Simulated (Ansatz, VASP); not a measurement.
# One calculation of CoSi, two programs

```
CELL_PARAMETERS angstrom
2.73418 0.00000 0.00000
0.00000 2.73418 0.00000
0.00000 0.00000 2.73418
ATOMIC_POSITIONS crystal
Co 0.00000 0.00000 0.00000
Si 0.50000 0.50000 0.50000
```

Change from the starting cell: volume scaled by 0.95, LAPW.

Alike in both runs: task single point; functional PBE; k mesh 14 × 14 × 14; occupations fermi-dirac, width 0.03 eV; collinear spin.

|  | VASP | Ansatz |
| --- | --- | --- |
| version | VASP 6.6.1 | Ansatz 0.2.0 |
| potentials or method | VASP PAW PBE potentials, release 64 (Co, Si), cutoff 520 eV | all-electron LAPW, scalar-relativistic |

```tsv
	VASP	Ansatz	Ansatz less VASP
pressure (GPa)	12.6	13.0	+0.39
net moment per atom (μB)	0.27	0.28	+0.015
size of the moment on the site where the two differ most (μB)	0.52	0.56	+0.038
```

Site moments also hang on the region over which each program counts them. Ansatz ran all-electron here, and VASP with PAW potentials.
